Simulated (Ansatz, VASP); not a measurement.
## Two plane-wave programs on Ti2Os

```
Ti Os
1.0
     0.00000    3.02016    3.02016
     3.02016    0.00000    3.02016
     3.02016    3.02016    0.00000
Ti Os
2 1
Direct
  0.25000 0.25000 0.25000
  0.75000 0.75000 0.75000
  0.00000 0.00000 0.00000
```

Alike in both runs: functional PBE; k mesh 6 × 6 × 6; occupations gaussian, width 0.1 eV; no spin polarisation.

Ansatz relaxed the structure, and its values are those at the end. VASP's run is a single point on that final structure, the one shown.

|  | VASP | Ansatz |
| --- | --- | --- |
| version | VASP 6.6.1 | Ansatz 0.2.0 |
| potentials or method | VASP PAW PBE potentials, release 64 (Ti_sv, Os), cutoff 520 eV | scalar-relativistic, plane waves, PAW |
| valence electrons in the cell | 32 | 40 |

VASP gave:

```
gap on the k mesh at the Fermi level (eV) : none
pressure (GPa)                            : 0.0
```

Question: Estimate Ansatz's values.

Answer: gap on the k mesh at the Fermi level (eV): none; pressure (GPa): 0.1.

A gap of «none» marks a metal or a gap that the smearing closes. The functional is the same, so the differences come from potentials, cutoffs and numerics. VASP's potentials hold 32 valence electrons a cell and Ansatz's 40, so a difference there can come from the potentials and not from the codes.

Neither program's run includes spin-orbit coupling.
